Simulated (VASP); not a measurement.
# Yb: single point with LDA

Yb:

```xyz
2
Lattice="0.0000 4.1897 4.1897 4.1897 0.0000 4.1897 4.1897 4.1897 0.0000" Properties=species:S:1:pos:R:3 pbc="T T T"
Yb    1.0474    1.0474    1.0474
Yb    7.3320    7.3320    7.3320
```

This isn't the form of Yb at room conditions, which is fcc.

```yaml
Program: VASP 6.6.1
Task: single point
Functional: LDA
Potentials_or_basis: VASP PAW PBE potentials, release 64 (Yb)
Cutoff: 520 eV
k_mesh: 8 × 8 × 8
Occupations: fermi-dirac, width 0.1 eV
Spin: no spin polarisation
Dipole_correction: no
Further_INCAR_settings: ALGO = Normal; EDIFF = 1e-07; NBANDS = 31
```

```
Pressure               : -0.5 GPa
Band gap on the k mesh : zero (bands 24 and 25 overlap by 1.06 eV)
```

Levels at points of the mesh, in eV from the Fermi level:
```csv
k point,band 22,band 23,band 24,band 25,band 26,band 27
"(0.00, 0.00, 0.00)",-0.53,-0.53,0.93,0.93,0.93,1.06
"(0.50, 0.00, 0.00)",-0.55,-0.54,-0.53,0.77,0.87,0.87
"(0.50, 0.50, 0.00)",-0.55,-0.55,-0.55,0.13,0.13,1.24
```

Run time: 7.6 min on 1 thread of AMD EPYC 9R45 (Zen 5) (shared host), peak memory 0.31 GiB.

Caveat: the PAW data sets were made with another functional, which shifts forces and pressure a little; spin-orbit coupling is left out, which moves the levels of the heavy elements. Spin polarisation is off, so any magnetic state and its effect on volume and gap are missing.
